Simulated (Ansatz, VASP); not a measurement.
**Two plane-wave programs on NaF**

```
Na F
1.0
     0.00000    2.53126    2.53126
     2.53126    0.00000    2.53126
     2.53126    2.53126    0.00000
Na F
1 1
Direct
  0.00000 0.00000 0.00000
  0.25000 0.25000 0.25000
```

Alike in both runs: task single point; functional LDA; k mesh 8 × 8 × 8; no spin polarisation.

|  | VASP | Ansatz |
| --- | --- | --- |
| version | VASP 6.6.1 | Ansatz 0.2.0 |
| potentials or method | VASP PAW LDA potentials, release 64 (Na_pv, F) | plane waves, PAW |
| plane-wave cutoff (eV) | 520 | 420 |
| occupations | gaussian, width 0.01 eV | fixed |
| valence electrons in the cell | 14 | 16 |

Ansatz gave:

```
gap on the k mesh at the Fermi level (eV) : 5.33
pressure (GPa)                            : -2.2
```

Problem. Estimate VASP's values.

Solution. gap on the k mesh at the Fermi level (eV): 5.32; pressure (GPa): -2.2.

LDA's correlation is that of Perdew and Zunger in VASP and of Perdew and Wang (1992) in Ansatz. VASP's potentials hold 14 valence electrons a cell and Ansatz's 16, so a difference there can come from the potentials and not from the codes.
